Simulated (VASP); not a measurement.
A run of VASP 6.6.1 is set up as follows.

Contents of INCAR:

```
ALGO = Normal
EDIFF = 1E-7
ENCUT = 520
GGA = PS
ISIF = 2
ISMEAR = -1
LASPH = T
LCHARG = F
LREAL = F
LWAVE = F
NBANDS = 14
NELM = 60
PREC = Accurate
SIGMA = 0.02
```

File KPOINTS:

```
k-points
0
Gamma
  13 13 13
```

POSCAR

```
NbH2
1.0
   -0.0342225000      2.2815000000      2.2815000000
    2.2815000000     -0.0342225000      2.2815000000
    2.2472775000      2.2472775000      0.0000000000
Nb H
1 2
Direct
    0.0000000000      0.0000000000      0.0000000000
    0.2500000000      0.2500000000      0.2500000000
    0.7500000000      0.7500000000      0.7500000000
```

Potentials or basis: VASP PAW PBE potentials, release 64 (Nb_sv, H).

Command:

```sh
$ cat potpaw_PBE.64/Nb_sv/POTCAR potpaw_PBE.64/H/POTCAR > POTCAR
$ mpirun -np 1 vasp_std > vasp.out
```

Task: What does it give for the band gap on the k mesh?

Result: Zero (an odd number of electrons rules out a gap without spin polarisation).

Task: What does it give for the pressure?

Result: -5.6 GPa.

Task: Estimate the largest force.

Result: 0.134 eV/Å.

Forces in eV/Å, atoms in the order of the input:
```
Nb   0.000  0.000  0.000
H    0.000  0.000  0.134
H    0.000  0.000 -0.134
```

Caveat: the cell stands under tension; the PAW data sets were made with another functional, which shifts forces and pressure a little.
